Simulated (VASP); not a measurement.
Wanted: the native input for a VASP 6.6.1 run.

* Task: single point
* Functional: r2SCAN
* Potentials or basis: VASP PAW PBE potentials, release 64 (Ag, O)
* Cutoff: 520 eV
* k mesh: 11 × 11 × 11
* Occupations: fermi-dirac, width 0.1 eV
* Spin: no spin polarisation
* Dipole correction: no
* Further INCAR settings: ALGO = Normal; EDIFF = 1e-06; NBANDS = 18

AgO2 (fluorite type):

```xyz
3
Lattice="0.0000 2.6149 2.6149 2.6149 0.0000 2.6149 2.6149 2.6149 0.0000" Properties=species:S:1:pos:R:3 pbc="T T T"
Ag    0.0000    0.0000    0.0000
O     1.3075    1.3075    1.3075
O     3.9224    3.9224    3.9224
```

The input as run:

POSCAR

```
AgO2
1.0
    0.0000000000      2.6149106529      2.6149106529
    2.6149106529      0.0000000000      2.6149106529
    2.6149106529      2.6149106529      0.0000000000
Ag O
1 2
Direct
    0.0000000000      0.0000000000      0.0000000000
    0.2500000000      0.2500000000      0.2500000000
    0.7500000000      0.7500000000      0.7500000000
```

INCAR.step1

```
PREC = Accurate
ENCUT = 520
ISMEAR = -1
SIGMA = 0.1
LREAL = False
LASPH = True
NELM = 100
NBANDS = 18
GGA = PE
ALGO = Normal
EDIFF = 1E-4
LWAVE = True
LCHARG = False
```

INCAR.step2

```
PREC = Accurate
ENCUT = 520
EDIFF = 1E-6
ISMEAR = -1
SIGMA = 0.1
LREAL = False
LASPH = True
NELM = 100
ALGO = Normal
ISIF = 2
LWAVE = False
LCHARG = False
METAGGA = R2SCAN
LMIXTAU = True
NBANDS = 18
ISTART = 1
```

KPOINTS

```
regular mesh
0
Gamma
  11 11 11
```

Potentials or basis: VASP PAW PBE potentials, release 64 (Ag, O).

Command:

```bash
$ cat potpaw_PBE.64/Ag/POTCAR potpaw_PBE.64/O/POTCAR > POTCAR
$ cp INCAR.step1 INCAR
$ mpirun -np 1 vasp_std > vasp.out
$ cp INCAR.step2 INCAR
$ mpirun -np 1 vasp_std > vasp.out
```

Results of the run:

- Pressure: -10.0 GPa
- Band gap on the k mesh: zero (an odd number of electrons rules out a gap without spin polarisation)

Caveat: the cell stands under tension; the PAW data sets were made with another functional, which shifts forces and pressure a little; an odd number of electrons without spin polarisation forces a metal; a magnetic or distorted state may lie lower.

Wall time 120 s on 1 thread of Intel(R) Xeon(R) Platinum 8488C (Sapphire Rapids), on a shared host, peak memory 0.18 GiB.
